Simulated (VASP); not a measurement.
# Ti (Cmcm) in VASP: further runs

Ti is run at these levels: PBEsol; tasks: single point.

Everything below comes from runs of VASP 6.6.1. Logs are shortened: lines on timing, memory, paths and dates and some standing lists are left out, and cuts for length are marked.

**1. The cell of the first run**

The structure is orthorhombic, space group Cmcm (No. 63). The conventional cell has a = 3.282 Å, b = 4.641 Å, c = 4.641 Å, α = 90.00°, β = 90.00°, γ = 90.00°. Ti (site symmetry m2m) has 14 Ti at 2.84 to 3.67 Å within 3.7 Å.

**2. Single point, PBEsol (atoms displaced along a vibrational mode)**

Contents of INCAR:

```
ALGO     = Fast           # electronic algorithm
EDIFF    = 1E-7           # SCF threshold, eV
ENCUT    = 520            # plane-wave cutoff, eV
GGA      = PS             # functional
ISIF     = 2              # what is computed and relaxed
ISMEAR   = 0              # smearing method
LASPH    = True           # aspherical terms in the spheres
LCHARG   = False          # write CHGCAR
LREAL    = False          # projectors in reciprocal space
LWAVE    = False          # write WAVECAR
NBANDS   = 19             # bands
NELM     = 80             # most SCF steps
PREC     = Accurate       # precision mode
SIGMA    = 0.15           # smearing width, eV
```

Contents of KPOINTS:

```
k-points
0
Gamma
  18 18 10
```

Contents of POSCAR:

```
Ti
1.0
   -1.6410000000      1.6410000000      1.6410000000
    1.6410000000     -1.6410000000      1.6410000000
    3.2820000000      3.2820000000      0.0000000000
Ti
2
Direct
    0.0560169906     -0.0560169906      0.0000000000
    0.4439830094      0.5560169906      0.5000000000
```

Potentials or basis: VASP PAW PBE potentials, release 64 (Ti_sv).

Run with:

```
$ cat potpaw_PBE.64/Ti_sv/POTCAR > POTCAR
$ mpirun -np 1 vasp_std > vasp.out
```

OUTCAR:

```text
EDIFF = 1E-7
   ENCUT = 520
   GGA = PS
   ISIF = 2
   ISMEAR = 0
   LASPH = True
   LREAL = False
   NELM = 80
   PREC = Accurate

 ion  position               nearest neighbor table
   1  0.056  0.944  0.000-   2 2.89   2 2.89   2 2.89   2 2.89
   2  0.444  0.556  0.500-   1 2.89   1 2.89   1 2.89   1 2.89

  LATTYP: Found a base centered orthorhombic cell.
 ALAT       =     3.2820000000
 B/A-ratio  =     1.4142135624
 C/A-ratio  =     1.4142135624

  Lattice vectors:

 A1 = (  -1.6410000000,   1.6410000000,   1.6410000000)
 A2 = (   1.6410000000,  -1.6410000000,   1.6410000000)
 A3 = (   3.2820000000,   3.2820000000,   0.0000000000)

Analysis of symmetry for initial positions (statically):
=====================================================================
 Subroutine PRICEL returns:
 Original cell was already a primitive cell.

 Routine SETGRP: Setting up the symmetry group for a
 base centered orthorhombic supercell.

 Subroutine GETGRP returns: Found  8 space group operations
 (whereof  4 operations were pure point group operations)
 out of a pool of  8 trial point group operations.

The static configuration has the point symmetry C_2v.
 The point group associated with its full space group is D_2h.

Analysis of symmetry for dynamics (positions and initial velocities):
=====================================================================
 Subroutine PRICEL returns:
 Original cell was already a primitive cell.

 Routine SETGRP: Setting up the symmetry group for a
 base centered orthorhombic supercell.

 Subroutine GETGRP returns: Found  8 space group operations
 (whereof  4 operations were pure point group operations)
 out of a pool of  8 trial point group operations.

The dynamic configuration has the point symmetry C_2v.
 The point group associated with its full space group is D_2h.

 Subroutine INISYM returns: Found  8 space group operations
 (whereof  4 operations are pure point group operations),
 and found     1 'primitive' translations

----------------------------------------------------------------------------------------

                                     Primitive cell

  volume of cell :      35.3521

  direct lattice vectors                    reciprocal lattice vectors
    -1.641000000  1.641000000  1.641000000    -0.152346130  0.152346130  0.304692261
     1.641000000 -1.641000000  1.641000000     0.152346130 -0.152346130  0.304692261
     3.282000000  3.282000000  0.000000000     0.152346130  0.152346130  0.000000000

  length of vectors
     2.842295375  2.842295375  4.641448912     0.373170284  0.373170284  0.215449964

  position of ions in fractional coordinates (direct lattice)
     0.056016991  0.943983009  0.000000000
     0.443983009  0.556016991  0.500000000

  ion indices of the primitive-cell ions
   primitive index   ion index
                 1           1
                 2           2

----------------------------------------------------------------------------------------

 KPOINTS: k-points

Automatic generation of k-mesh.
 Grid dimensions read from file:
 generate k-points for:   18   18   10

 Generating k-lattice:

  Cartesian coordinates                     Fractional coordinates (reciprocal lattice)
    -0.008463674  0.008463674  0.016927348     0.055555556  0.000000000  0.000000000
     0.008463674 -0.008463674  0.016927348     0.000000000  0.055555556  0.000000000
     0.015234613  0.015234613  0.000000000     0.000000000  0.000000000  0.100000000

  Length of vectors
     0.020731682  0.020731682  0.021544996

  Shift w.r.t. Gamma in fractional coordinates (k-lattice)
     0.000000000  0.000000000  0.000000000

 Subroutine IBZKPT returns following result:
 ===========================================

 Found    546 irreducible k-points:

 Following reciprocal coordinates:
            Coordinates               Weight
  0.000000  0.000000  0.000000      1.000000
  0.055556  0.000000  0.000000      4.000000
  0.111111  0.000000  0.000000      4.000000
  0.166667  0.000000  0.000000      4.000000
  0.222222  0.000000  0.000000      4.000000
  0.277778  0.000000  0.000000      4.000000
[... 16 lines left out ...]
 -0.277778  0.055556  0.000000      4.000000
 -0.222222  0.055556  0.000000      4.000000
 [... further k-points ...]
   k-points           NKPTS =    546   k-points in BZ     NKDIM =    546   number of bands    NBANDS=     19
   number of dos      NEDOS =    301   number of ions     NIONS =      2
   total plane-waves  NPLWV =  20736
   dimension x,y,z NGX =    24 NGY =   24 NGZ =   36
   dimension x,y,z NGXF=    48 NGYF=   48 NGZF=   72
   ions per type =               2
   NGX,Y,Z   is equivalent  to a cutoff of  14.04, 14.04, 12.89 a.u.
   NGXF,Y,Z  is equivalent  to a cutoff of  28.08, 28.08, 25.79 a.u.
 SYSTEM =  unknown system
   PREC   = accura    normal or accurate (medium, high low for compatibility)
   ISTART =      0    job   : 0-new  1-cont  2-samecut
   ICHARG =      2    charge: 1-file 2-atom 10-const
   ISPIN  =      1    spin polarized calculation?
   LNONCOLLINEAR =      F non collinear calculations
   LSORBIT =      F    spin-orbit coupling
   LASPH  =      T    aspherical Exc in radial PAW
   ENCUT  =  520.0 eV  38.22 Ry    6.18 a.u.   5.28  5.28  8.63*2*pi/ulx,y,z
   NELM   =     80;   NELMIN=  2; NELMDL= -5     # of ELM steps
   EDIFF  = 0.1E-06   stopping-criterion for ELM
   LREAL  =      F    real-space projection
   EDIFFG = 0.1E-05   stopping-criterion for IOM
   NSW    =      0    number of steps for IOM
   IBRION =     -1    ionic relax: 0-MD 1-quasi-New 2-CG
   NFREE  =      0    steps in history (QN), initial steepest desc. (CG)
   ISIF   =      2    stress and relaxation
   ISYM   =      2    0-nonsym 1-usesym 2-fastsym
   POTIM  = 0.5000    time-step for ionic-motion
   TEBEG  =    0.0;   TEEND  =   0.0 temperature during run
   PSTRESS=    0.0 pullay stress
   NELECT =      24.0000    total number of electrons
   NUPDOWN=      -1.0000    fix difference up-down
   EMIN   =  10.00;   EMAX   =-10.00  energy-range for DOS
   EFERMI =   0.00;   METHOD = LEGACY
   ISMEAR =     0;   SIGMA  =   0.15  broadening in eV -4-tet -1-fermi 0-gaus
   EFERMI_NEDOS =   21; number of points for ismear=-14 and -15
   IALGO  =     68    algorithm
   IMIX   =      4    mixing-type and parameters
     AMIX     =   0.40;   BMIX     =  1.00
     AMIX_MAG =   1.60;   BMIX_MAG =  1.00
  volume/ion in A,a.u.               =      17.68       119.28
  Fermi-wavevector in a.u.,A,eV,Ry     =   1.438821  2.718977 28.166848  2.070205
  Thomas-Fermi vector in A             =   2.557745
   LORBIT       =      0    0 simple, 1 ext, 2 COOP (PROOUT), +10 PAW based schemes
   GGA     = PS    functional components
   LHFCALC =     F    Hartree Fock is set to
   AEXX    =    0.0000 exact exchange contribution
   IVDW    =     0    specifies the selected vdW correction
   LEPSILON=     F    determine dielectric tensor
   LRPA    =     F    only Hartree local field effects (RPA)
 non-spin polarized calculation
 RMM-DIIS sequential band-by-band and
 Gauss-broadening in eV      SIGMA  =   0.15
  energy-cutoff  :      520.00
  volume of cell :       35.35
 maximum number of plane-waves:       966
 NGX is ok and might be reduce to    24
   NGX = 11   NGY = 11   NGZ = 17

 number of electron      24.0000007 magnetization

 Free energy of the ion-electron system (eV)
  ---------------------------------------------------
  ext. energy  EPLUGINS =         0.00000000
  ---------------------------------------------------
  free energy    TOTEN  =       -16.54034248 eV

  energy without entropy =      -16.50737776  energy(sigma->0) =      -16.52386012

 E-fermi :   7.8189     XC(G=0): -11.5453

 val. band max:        7.8179924264   @ k =  -0.4444   0.1667   0.1000
 cond. band min:       7.8194547658   @ k =   0.4444   0.3889   0.4000
 fundamental gap:      0.0014623393
 Fermi energy:         7.8188884322

 k-point     1 :       0.0000    0.0000    0.0000
  band No.  band energies     occupation
      1     -48.5930      2.00000
      2     -48.4663      2.00000
      3     -25.2471      2.00000
      4     -24.7113      2.00000
      5     -24.5957      2.00000
      6     -24.5801      2.00000
[... 11 lines left out ...]
     18      10.3238      0.00000
     19      11.0988      0.00000

 k-point     2 :       0.0556    0.0000    0.0000
  band No.  band energies     occupation
      1     -48.5903      2.00000
      2     -48.4653      2.00000
      3     -25.2409      2.00000
      4     -24.7177      2.00000
      5     -24.5986      2.00000
      6     -24.5900      2.00000
[... 11 lines left out ...]
     18      10.3250      0.00000
     19      11.1612      0.00000

 k-point     3 :       0.1111    0.0000    0.0000
  band No.  band energies     occupation
      1     -48.5823      2.00000
      2     -48.4626      2.00000
      3     -25.2226      2.00000
      4     -24.7401      2.00000
      5     -24.6118      2.00000
      6     -24.6073      2.00000
[... 11 lines left out ...]
     18      10.3387      0.00000
     19      11.2351      0.00000

 k-point     4 :       0.1667    0.0000    0.0000
  band No.  band energies     occupation
      1     -48.5699      2.00000
      2     -48.4586      2.00000
      3     -25.1932      2.00000
      4     -24.7844      2.00000
      5     -24.6680      2.00000
      6     -24.6301      2.00000
[... 11 lines left out ...]
     18      10.3830      0.00000
     19      11.2898      0.00000

 k-point     5 :       0.2222    0.0000    0.0000
  band No.  band energies     occupation
      1     -48.5540      2.00000
      2     -48.4542      2.00000
      3     -25.1545      2.00000
      4     -24.8483      2.00000
      5     -24.7478      2.00000
      6     -24.6430      2.00000
[... 11 lines left out ...]
     18      10.4665      0.00000
     19      11.3306      0.00000

 k-point     6 :       0.2778    0.0000    0.0000
  band No.  band energies     occupation
      1     -48.5363      2.00000
      2     -48.4503      2.00000
      3     -25.1090      2.00000
      4     -24.9210      2.00000
      5     -24.8328      2.00000
      6     -24.6685      2.00000
[... 11 lines left out ...]
     18      10.5851      0.00000
     19      11.3586      0.00000

 k-point     7 :       0.3333    0.0000    0.0000
  band No.  band energies     occupation
      1     -48.5183      2.00000
      2     -48.4480      2.00000
      3     -25.0596      2.00000
      4     -24.9909      2.00000
      5     -24.9120      2.00000
      6     -24.6996      2.00000
[... 11 lines left out ...]
     18      10.7587      0.00000
     19      11.3761      0.00000

 k-point     8 :       0.3889    0.0000    0.0000
  band No.  band energies     occupation
      1     -48.5020      2.00000
      2     -48.4477      2.00000
      3     -25.0484      2.00000
      4     -25.0109      2.00000
      5     -24.9761      2.00000
      6     -24.7334      2.00000
[... 256 lines left out ...]
 k-point    20 :      -0.4444    0.0556    0.0000
  band No.  band energies     occupation
      1     -48.4916      2.00000
      2     -48.4456      2.00000
      3     -25.0790      2.00000
      4     -25.0147      2.00000
      5     -24.9835      2.00000
      6     -24.7496      2.00000
[... 11 lines left out ...]
     18      11.3872      0.00000
     19      11.9599      0.00000

 k-point    21 :      -0.3889    0.0556    0.0000
  band No.  band energies     occupation
      1     -48.5051      2.00000
      2     -48.4438      2.00000
      3     -25.0384      2.00000
      4     -25.0284      2.00000
      5     -24.9719      2.00000
      6     -24.7153      2.00000
[... 11 lines left out ...]
     18      11.3258      0.00000
     19      11.3926      0.00000

 k-point    22 :      -0.3333    0.0556    0.0000
  band No.  band energies     occupation
      1     -48.5217      2.00000
      2     -48.4444      2.00000
      3     -25.0772      2.00000
      4     -24.9791      2.00000
      5     -24.9067      2.00000
      6     -24.6818      2.00000
[... 11 lines left out ...]
     18      10.7342      0.00000
     19      11.3955      0.00000

 k-point    23 :      -0.2778    0.0556    0.0000
  band No.  band energies     occupation
      1     -48.5394      2.00000
      2     -48.4473      2.00000
      3     -25.1246      2.00000
      4     -24.9088      2.00000
      5     -24.8267      2.00000
      6     -24.6529      2.00000
[... 11 lines left out ...]
     18      10.3771      0.00000
     19      11.3948      0.00000

 k-point    24 :      -0.2222    0.0556    0.0000
  band No.  band energies     occupation
      1     -48.5564      2.00000
      2     -48.4516      2.00000
      3     -25.1670      2.00000
      4     -24.8371      2.00000
      5     -24.7417      2.00000
      6     -24.6421      2.00000
[... 11 lines left out ...]
     18      10.2624      0.00000
     19      11.3898      0.00000

 [... further k-points ...]

------------------------ aborting loop because EDIFF is reached ----------------------------------------

  FORCE on cell =-STRESS in cart. coord.  units (eV):
  Direction    XX          YY          ZZ          XY          YZ          ZX
  --------------------------------------------------------------------------------------
  -------------------------------------------------------------------------------------
  Total       -1.2112161     -1.2112161     -1.7799947     -0.9041029      0.0000000      0.0000000
  in kB      -54.8929400    -54.8929400    -80.6702799    -40.9744094      0.0000000      0.0000000
  external PRESSURE =     -63.4853866 kB  Pullay stress =       0.0000000 kB

 VOLUME and BASIS-vectors are now :
 -----------------------------------------------------------------------------
  energy-cutoff  :      520.00
  volume of cell :       35.35
      direct lattice vectors                 reciprocal lattice vectors
    -1.641000000  1.641000000  1.641000000    -0.152346130  0.152346130  0.304692261
     1.641000000 -1.641000000  1.641000000     0.152346130 -0.152346130  0.304692261
     3.282000000  3.282000000  0.000000000     0.152346130  0.152346130  0.000000000

 POSITION                                       TOTAL-FORCE (eV/Angst)
 -----------------------------------------------------------------------------------
      1.45715     -1.45715      1.64100         0.020991     -0.020991      0.000000
      1.82485      1.45715      1.64100        -0.020991      0.020991      0.000000
 -----------------------------------------------------------------------------------
    total drift:                                0.000000      0.000000     -0.000000

  FREE ENERGIE OF THE ION-ELECTRON SYSTEM (eV)
  ---------------------------------------------------
  free  energy   TOTEN  =       -16.5403424787 eV

  energy  without entropy=      -16.5073777573  energy(sigma->0) =      -16.52386012
```

Run time: 32 min. Hardware: 1 thread of Intel Xeon 8259CL, shared host; peak memory 0.4 GiB.

What came out:

* Free energy: -16.5403 eV
* Pressure: -6.3 GPa
* Largest force: 0.030 eV/Å
* Band gap on the k mesh: zero (bands 12 and 13 overlap by 1.13 eV)

Forces on the atoms (eV/Å):
```
Ti   0.021 -0.021  0.000
Ti  -0.021  0.021  0.000
```

Stress tensor (GPa, compression positive):
```
-5.49 -4.10  0.00
-4.10 -5.49  0.00
 0.00  0.00 -8.07
```

Caveat: the cell differs from its parent crystal (atoms displaced along a vibrational mode); the cell stands under tension; the PAW data sets were made with another functional, which shifts forces and pressure a little.

(Part 1 of 2 ends here.)
